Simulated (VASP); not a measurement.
# CoO (Fm-3m) in VASP: a series of runs

The runs below take CoO through single point, with PBE, BLYP+D4.

All numbers are computed with VASP 6.6.1; they aren't measurements. Logs are shortened: lines on timing, memory, paths and dates and some standing lists are left out, and cuts for length are marked.

## (1) The cell of the first run

The structure is cubic, space group Fm-3m (No. 225). Conventional cell: a = 4.263 Å, b = 4.263 Å, c = 4.263 Å, α = 90.00°, β = 90.00°, γ = 90.00°. Co (site symmetry m-3m) has 6 O at 2.13 Å within 2.8 Å. O (site symmetry m-3m) has 6 Co at 2.13 Å within 2.8 Å.

## (2) Single point, PBE, collinear spin, ferromagnetic start

INCAR

```
SYSTEM = CoO
PREC = Accurate
ENCUT = 520
EDIFF = 1E-6
ISMEAR = -1
SIGMA = 0.05
LREAL = .FALSE.
LASPH = .TRUE.
NELM = 150
ALGO = Normal
ISIF = 2
LWAVE = .FALSE.
LCHARG = .FALSE.
ISPIN = 2
MAGMOM = 3.5 0
LORBIT = 11
LMAXMIX = 4
GGA = PE
NBANDS = 18
```

KPOINTS

```
Automatic mesh
0
G
  11 11 11
  0 0 0
```

POSCAR

```
CoO
1.0
    0.0000000000      2.1315000000      2.1315000000
    2.1315000000      0.0000000000      2.1315000000
    2.1315000000      2.1315000000      0.0000000000
Co O
1 1
Direct
    0.0000000000      0.0000000000      0.0000000000
    0.5000000000      0.5000000000      0.5000000000
```

Potentials or basis: VASP PAW PBE potentials, release 64 (Co, O).

Launch:

```bash
$ cat potpaw_PBE.64/Co/POTCAR potpaw_PBE.64/O/POTCAR > POTCAR
$ mpirun -np 1 vasp_std > vasp.out
```

OUTCAR:

```text
SYSTEM = CoO
   PREC = Accurate
   ENCUT = 520
   EDIFF = 1E-6
   ISMEAR = -1
   LREAL = .FALSE.
   LASPH = .TRUE.
   NELM = 150
   ISIF = 2
   ISPIN = 2
   LORBIT = 11
   GGA = PE

 ion  position               nearest neighbor table
   1  0.000  0.000  0.000-   2 2.13   2 2.13   2 2.13   2 2.13   2 2.13   2 2.13
   2  0.500  0.500  0.500-   1 2.13   1 2.13   1 2.13   1 2.13   1 2.13   1 2.13

  LATTYP: Found a face centered cubic cell.
 ALAT       =     4.2630000000

  Lattice vectors:

 A1 = (   0.0000000000,   2.1315000000,   2.1315000000)
 A2 = (   2.1315000000,   0.0000000000,   2.1315000000)
 A3 = (   2.1315000000,   2.1315000000,   0.0000000000)

Analysis of symmetry for initial positions (statically):
[... 25 lines left out ...]
The dynamic configuration has the point symmetry O_h .

Analysis of structural, dynamic, and magnetic symmetry:
=====================================================================
 Subroutine PRICEL returns:
[... 7 lines left out ...]
 out of a pool of 48 trial point group operations.

The overall configuration has the point symmetry O_h .

 Subroutine INISYM returns: Found 48 space group operations
[... 5 lines left out ...]
                                     Primitive cell

  volume of cell :      19.3681

  direct lattice vectors                    reciprocal lattice vectors
     0.000000000  2.131500000  2.131500000    -0.234576589  0.234576589  0.234576589
     2.131500000  0.000000000  2.131500000     0.234576589 -0.234576589  0.234576589
     2.131500000  2.131500000  0.000000000     0.234576589  0.234576589 -0.234576589

  length of vectors
     3.014396208  3.014396208  3.014396208     0.406298571  0.406298571  0.406298571

  position of ions in fractional coordinates (direct lattice)
     0.000000000  0.000000000  0.000000000
     0.500000000  0.500000000  0.500000000

  ion indices of the primitive-cell ions
   primitive index   ion index
                 1           1
                 2           2

----------------------------------------------------------------------------------------

 KPOINTS: Automatic mesh

Automatic generation of k-mesh.
 Grid dimensions read from file:
 generate k-points for:   11   11   11

 Generating k-lattice:

  Cartesian coordinates                     Fractional coordinates (reciprocal lattice)
    -0.021325144  0.021325144  0.021325144     0.090909091  0.000000000  0.000000000
     0.021325144 -0.021325144  0.021325144     0.000000000  0.090909091  0.000000000
     0.021325144  0.021325144 -0.021325144     0.000000000  0.000000000  0.090909091

  Length of vectors
     0.036936234  0.036936234  0.036936234

  Shift w.r.t. Gamma in fractional coordinates (k-lattice)
     0.000000000  0.000000000  0.000000000

 Subroutine IBZKPT returns following result:
 ===========================================

 Found     56 irreducible k-points:

 Following reciprocal coordinates:
            Coordinates               Weight
  0.000000  0.000000  0.000000      1.000000
  0.090909  0.000000  0.000000      8.000000
  0.181818  0.000000  0.000000      8.000000
  0.272727  0.000000  0.000000      8.000000
  0.363636  0.000000  0.000000      8.000000
  0.454545  0.000000  0.000000      8.000000
[... 16 lines left out ...]
 -0.272727  0.181818  0.000000     24.000000
 -0.181818  0.181818  0.000000     12.000000
 [... further k-points ...]
   k-points           NKPTS =     56   k-points in BZ     NKDIM =     56   number of bands    NBANDS=     18
   number of dos      NEDOS =    301   number of ions     NIONS =      2
   total plane-waves  NPLWV =  13824
   dimension x,y,z NGX =    24 NGY =   24 NGZ =   24
   dimension x,y,z NGXF=    48 NGYF=   48 NGZF=   48
   ions per type =               1   1
   NGX,Y,Z   is equivalent  to a cutoff of  13.24, 13.24, 13.24 a.u.
   NGXF,Y,Z  is equivalent  to a cutoff of  26.47, 26.47, 26.47 a.u.
 SYSTEM =  CoO
   PREC   = accura    normal or accurate (medium, high low for compatibility)
   ISTART =      0    job   : 0-new  1-cont  2-samecut
   ICHARG =      2    charge: 1-file 2-atom 10-const
   ISPIN  =      2    spin polarized calculation?
   LNONCOLLINEAR =      F non collinear calculations
   LSORBIT =      F    spin-orbit coupling
   LASPH  =      T    aspherical Exc in radial PAW
   ENCUT  =  520.0 eV  38.22 Ry    6.18 a.u.   5.60  5.60  5.60*2*pi/ulx,y,z
   NELM   =    150;   NELMIN=  2; NELMDL= -5     # of ELM steps
   EDIFF  = 0.1E-05   stopping-criterion for ELM
   LREAL  =      F    real-space projection
   EDIFFG = 0.1E-04   stopping-criterion for IOM
   NSW    =      0    number of steps for IOM
   IBRION =     -1    ionic relax: 0-MD 1-quasi-New 2-CG
   NFREE  =      0    steps in history (QN), initial steepest desc. (CG)
   ISIF   =      2    stress and relaxation
   ISYM   =      2    0-nonsym 1-usesym 2-fastsym
   POTIM  = 0.5000    time-step for ionic-motion
   TEBEG  =    0.0;   TEEND  =   0.0 temperature during run
   PSTRESS=    0.0 pullay stress
   NELECT =      15.0000    total number of electrons
   NUPDOWN=      -1.0000    fix difference up-down
   EMIN   =  10.00;   EMAX   =-10.00  energy-range for DOS
   EFERMI =   0.00;   METHOD = LEGACY
   ISMEAR =    -1;   SIGMA  =   0.05  broadening in eV -4-tet -1-fermi 0-gaus
   EFERMI_NEDOS =   21; number of points for ismear=-14 and -15
   IALGO  =     38    algorithm
   IMIX   =      4    mixing-type and parameters
     AMIX     =   0.40;   BMIX     =  1.00
     AMIX_MAG =   1.60;   BMIX_MAG =  1.00
  volume/ion in A,a.u.               =       9.68        65.35
  Fermi-wavevector in a.u.,A,eV,Ry     =   1.503407  2.841027 30.752334  2.260233
  Thomas-Fermi vector in A             =   2.614521
   LORBIT       =     11    0 simple, 1 ext, 2 COOP (PROOUT), +10 PAW based schemes
   GGA     = PE    functional components
   LHFCALC =     F    Hartree Fock is set to
   AEXX    =    0.0000 exact exchange contribution
   IVDW    =     0    specifies the selected vdW correction
   LEPSILON=     F    determine dielectric tensor
   LRPA    =     F    only Hartree local field effects (RPA)
 spin polarized calculation
  energy-cutoff  :      520.00
  volume of cell :       19.37
 maximum number of plane-waves:       534
   NGX = 11   NGY = 11   NGZ = 11

 number of electron      15.0000007 magnetization       2.8997100

 Free energy of the ion-electron system (eV)
  ---------------------------------------------------
  ext. energy  EPLUGINS =         0.00000000
  ---------------------------------------------------
  free energy    TOTEN  =       -13.06237393 eV

  energy without entropy =      -13.02766252  energy(sigma->0) =      -13.04501822

 E-fermi :   7.8689     XC(G=0): -12.3954

 val. band max:        7.8623073768   @ k =  -0.2727   0.1818   0.0000
 cond. band min:       7.8693325934   @ k =  -0.1818   0.2727   0.0909
 fundamental gap:      0.0070252166
 Fermi energy:         7.8688551381

 spin component 1

 k-point     1 :       0.0000    0.0000    0.0000
  band No.  band energies     occupation
      1     -12.2933      1.00000
      2       4.6171      1.00000
      3       4.6171      1.00000
      4       4.7704      1.00000
      5       4.7704      1.00000
      6       4.7704      1.00000
[... 10 lines left out ...]
     17      29.2998      0.00000
     18      32.7824      0.00000

 k-point     2 :       0.0909    0.0000    0.0000
  band No.  band energies     occupation
      1     -12.2087      1.00000
      2       3.8768      1.00000
      3       3.8768      1.00000
      4       3.8980      1.00000
      5       4.8488      1.00000
      6       4.8488      1.00000
[... 10 lines left out ...]
     17      30.4395      0.00000
     18      34.0733      0.00000

 k-point     3 :       0.1818    0.0000    0.0000
  band No.  band energies     occupation
      1     -11.9725      1.00000
      2       2.6368      1.00000
      3       3.1473      1.00000
      4       3.1473      1.00000
      5       4.9990      1.00000
      6       4.9990      1.00000
[... 10 lines left out ...]
     17      32.9750      0.00000
     18      36.2706      0.00000

 k-point     4 :       0.2727    0.0000    0.0000
  band No.  band energies     occupation
      1     -11.6406      1.00000
      2       1.3921      1.00000
      3       2.5567      1.00000
      4       2.5567      1.00000
      5       5.2020      1.00000
      6       5.2020      1.00000
[... 375 lines left out ...]
      4       2.0023      1.00000
      5       5.3748      1.00000
      6       5.4687      1.00000
[... 10 lines left out ...]
     17      35.9085      0.00000
     18      37.0577      0.00000

 k-point    23 :      -0.2727    0.1818    0.0000
  band No.  band energies     occupation
      1     -11.2815      1.00000
      2       0.7159      1.00000
      3       2.0729      1.00000
      4       2.4224      1.00000
      5       5.2813      1.00000
      6       5.3034      1.00000
[... 10 lines left out ...]
     17      35.6097      0.00000
     18      37.3713      0.00000

 k-point    24 :      -0.1818    0.1818    0.0000
  band No.  band energies     occupation
      1     -11.5566      1.00000
      2       1.2768      1.00000
      3       2.3166      1.00000
      4       2.9367      1.00000
      5       5.1431      1.00000
      6       5.1491      1.00000
[... 10 lines left out ...]
     17      35.6129      0.00000
     18      37.4013      0.00000

 [... further k-points ...]

 spin component 2

 k-point     1 :       0.0000    0.0000    0.0000
  band No.  band energies     occupation
      1     -11.7958      1.00000
      2       5.3246      1.00000
      3       5.3246      1.00000
      4       5.3246      1.00000
      5       6.7793      1.00000
      6       6.7794      1.00000
[... 10 lines left out ...]
     17      30.2572      0.00000
     18      33.5959      0.00000

 k-point     2 :       0.0909    0.0000    0.0000
  band No.  band energies     occupation
      1     -11.7089      1.00000
      2       4.6102      1.00000
      3       5.0296      1.00000
      4       5.0297      1.00000
      5       6.8838      1.00000
      6       6.8838      1.00000
[... 10 lines left out ...]
     17      31.2315      0.00000
     18      34.9307      0.00000

 k-point     3 :       0.1818    0.0000    0.0000
  band No.  band energies     occupation
      1     -11.4662      1.00000
      2       3.2971      1.00000
      3       4.4574      1.00000
      4       4.4575      1.00000
      5       7.0963      1.00000
      6       7.0964      1.00000
[... 10 lines left out ...]
     17      33.5101      0.00000
     18      37.1522      0.00000

 k-point     4 :       0.2727    0.0000    0.0000
  band No.  band energies     occupation
      1     -11.1245      1.00000
      2       2.0020      1.00000
      3       3.9120      1.00000
      4       3.9121      1.00000
      5       7.3495      0.99997
      6       7.3495      0.99997
[... 375 lines left out ...]
      4       3.3463      1.00000
      5       7.6029      0.99513
      6       7.7050      0.96363
[... 10 lines left out ...]
     17      36.3501      0.00000
     18      37.5484      0.00000

 k-point    23 :      -0.2727    0.1818    0.0000
  band No.  band energies     occupation
      1     -10.7477      1.00000
      2       1.3881      1.00000
      3       3.2498      1.00000
      4       3.4764      1.00000
      5       7.3813      0.99994
      6       7.7243      0.94743
[... 10 lines left out ...]
     17      36.0701      0.00000
     18      37.9774      0.00000

 k-point    24 :      -0.1818    0.1818    0.0000
  band No.  band energies     occupation
      1     -11.0351      1.00000
      2       2.0099      1.00000
      3       3.7388      1.00000
      4       3.7476      1.00000
      5       7.1779      1.00000
      6       7.6182      0.99340
[... 10 lines left out ...]
     17      36.2253      0.00000
     18      37.9874      0.00000

 [... further k-points ...]
[... 5 lines left out ...]
  --------------------------------------------------------------------------------------
  -------------------------------------------------------------------------------------
  Total       -0.2877577     -0.2877577     -0.2877577     -0.0000000      0.0000000      0.0000000
  in kB      -23.8040833    -23.8040833    -23.8040833     -0.0000000      0.0000000      0.0000000
  external PRESSURE =     -23.8040833 kB  Pullay stress =       0.0000000 kB

 VOLUME and BASIS-vectors are now :
 -----------------------------------------------------------------------------
  energy-cutoff  :      520.00
  volume of cell :       19.37
      direct lattice vectors                 reciprocal lattice vectors
     0.000000000  2.131500000  2.131500000    -0.234576589  0.234576589  0.234576589
     2.131500000  0.000000000  2.131500000     0.234576589 -0.234576589  0.234576589
     2.131500000  2.131500000  0.000000000     0.234576589  0.234576589 -0.234576589

 POSITION                                       TOTAL-FORCE (eV/Angst)
 -----------------------------------------------------------------------------------
      0.00000      0.00000      0.00000         0.000000      0.000000      0.000000
      2.13150      2.13150      2.13150         0.000000      0.000000      0.000000
 -----------------------------------------------------------------------------------
    total drift:                                0.000000     -0.000000     -0.000000

  FREE ENERGIE OF THE ION-ELECTRON SYSTEM (eV)
  ---------------------------------------------------
  free  energy   TOTEN  =       -13.0623739277 eV

  energy  without entropy=      -13.0276625191  energy(sigma->0) =      -13.04501822

 total charge

# of ion       s       p       d       tot
------------------------------------------
    1        0.293   0.354   7.142   7.790
    2        1.556   3.422   0.000   4.978
--------------------------------------------------
tot          1.849   3.776   7.142  12.768

 magnetization (x)

# of ion       s       p       d       tot
------------------------------------------
    1        0.020   0.018   2.515   2.554
    2        0.028   0.267   0.000   0.295
--------------------------------------------------
tot          0.049   0.284   2.515   2.849
```

It took 57 s on 1 thread of Intel Xeon 8259CL, shared host; peak memory 0.17 GiB.

Results:

| Property | Result |
| --- | --- |
| Free energy | -13.0624 eV |
| Pressure | -2.4 GPa |
| Net moment | 2.90 μB per cell |
| Site moments | Co +2.55; O +0.29 μB |
| Valence electrons inside the program's atomic spheres | Co 7.79; O 4.98 |

Caveat: a cell with one magnetic atom can't hold antiferromagnetic order, which such compounds often take; semilocal functionals often make such compounds metallic where correlation or magnetic order opens a gap, which also shifts bond lengths.

[end of part 1 of 2]
